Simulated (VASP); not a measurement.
Input of a VASP 6.6.1 run:

Contents of INCAR:

```
SYSTEM = Nb
PREC = Accurate ; ENCUT = 520
EDIFF = 1E-7 ; ISMEAR = -1
SIGMA = 0.1 ; LREAL = .FALSE.
LASPH = .TRUE. ; NELM = 100
ALGO = Normal ; ISIF = 2
LWAVE = .FALSE. ; LCHARG = .FALSE.
GGA = PE ; NBANDS = 12
```

Contents of KPOINTS:

```
regular mesh
0
G
  22 22 22
  0 0 0
```

POSCAR

```
Nb
1.0
   -1.6094358218      1.6094358218      1.6094358218
    1.6094358218     -1.6094358218      1.6094358218
    1.6094358218      1.6094358218     -1.6094358218
Nb
1
Direct
    0.0000000000      0.0000000000      0.0000000000
```

Potentials or basis: VASP PAW PBE potentials, release 64 (Nb_sv).

Command:

```console
$ cat potpaw_PBE.64/Nb_sv/POTCAR > POTCAR
$ mpirun -np 1 vasp_std > vasp.out
```

(1) What does it give for the pressure?

Answers

(1) 16.5 GPa.
